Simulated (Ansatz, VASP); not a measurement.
Two plane-wave programs on MoS

```
Mo S
1.0
     0.00000    2.48057    2.48057
     2.48057    0.00000    2.48057
     2.48057    2.48057    0.00000
Mo S
1 1
Cartesian
  2.4806 2.4806 2.4806
  0.0000 0.0000 0.0000
```

Alike in both runs: task single point; functional r2SCAN; k mesh 12 × 12 × 12; occupations gaussian, width 0.05 eV; collinear spin.

|  | VASP | Ansatz |
| --- | --- | --- |
| version | VASP 6.6.1 | Ansatz 0.2.0 |
| potentials or method | VASP PAW PBE potentials, release 64 (Mo_sv, S), cutoff 520 eV | scalar-relativistic, plane waves, PAW |
| valence electrons in the cell | 20 | 20 |

|  | VASP | Ansatz | Ansatz less VASP |
| --- | --- | --- | --- |
| gap on the k mesh at the Fermi level (eV) | none | none | - |
| pressure (GPa) | -1.4 | 13.6 | +15.01 |
| net moment per atom (μB) | 0.00 | 1.20 | +1.196 |
| size of the moment on the site where the two differ most (μB) | 0.00 | 1.76 | +1.758 |

The net moments are unlike, so the other rows may belong to different states. VASP's potentials were made for PBE, not for r2SCAN. Site moments also hang on the region over which each program counts them. A gap of «none» marks a metal or a gap that the smearing closes. Ansatz's warnings: stability check not made.
